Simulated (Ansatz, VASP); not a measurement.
**Two plane-wave programs on HgTe**

```
CELL_PARAMETERS angstrom
0.00000 3.22350 3.22350
3.22350 0.00000 3.22350
3.22350 3.22350 0.00000
ATOMIC_POSITIONS crystal
Hg 0.00000 0.00000 0.00000
Te 0.25000 0.25000 0.25000
```

Alike in both runs: task electric field gradients; functional PBE; k mesh 12 × 12 × 12; occupations fermi-dirac, width 0.02 eV; no spin polarisation.

```csv
,VASP,Ansatz
version,VASP 6.6.1,Ansatz 0.2.0
potentials or method,"VASP PAW PBE potentials, release 64 (Hg, Te)","plane-wave PAW, scalar-relativistic"
plane-wave cutoff (eV),520,420
valence electrons in the cell,18,36
```

```csv
,VASP,Ansatz,Ansatz less VASP
pressure (GPa),4.1,4.1,-0.08
```

VASP's potentials hold 18 valence electrons a cell and Ansatz's 36, so a difference there can come from the potentials and not from the codes.

Neither program's run includes spin-orbit coupling.
